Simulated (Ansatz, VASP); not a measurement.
# One calculation of Ga2O3, two programs

```
CELL_PARAMETERS angstrom
6.22613 -1.54177 0.01122
6.22613 1.54177 0.01122
-1.40268 0.00000 5.70753
ATOMIC_POSITIONS crystal
Ga 0.08994 0.08994 0.79472
Ga 0.91006 0.91006 0.20528
Ga 0.65850 0.65850 0.31412
Ga 0.34150 0.34150 0.68588
O 0.16354 0.16354 0.10918
O 0.83646 0.83646 0.89082
O 0.17369 0.17369 0.56431
O 0.82631 0.82631 0.43569
O 0.49601 0.49601 0.25664
O 0.50399 0.50399 0.74336
```

Alike in both runs: task single point; functional PBE; k mesh 8 × 8 × 4; no spin polarisation.

|  | VASP | Ansatz |
| --- | --- | --- |
| version | VASP 6.6.1 | Ansatz 0.2.0 |
| potentials or method | VASP PAW PBE potentials, release 64 (Ga_d, O) | plane waves, PAW |
| plane-wave cutoff (eV) | 520 | 420 |
| occupations | gaussian, width 0.01 eV | fixed |
| valence electrons in the cell | 88 | 88 |

|  | VASP | Ansatz | Ansatz less VASP |
| --- | --- | --- | --- |
| gap on the k mesh at the Fermi level (eV) | 2.00 | 2.02 | +0.017 |
| pressure (GPa) | 0.6 | 0.0 | -0.57 |
| traceless stress, the component that is largest in VASP (GPa) | 0.08 | -0.02 | -0.098 |
| rms of the force components (eV/Å) | 0.008 | 0.001 | -0.0068 |

Atom by atom the forces differ by 0.008 eV/Å (rms over components).
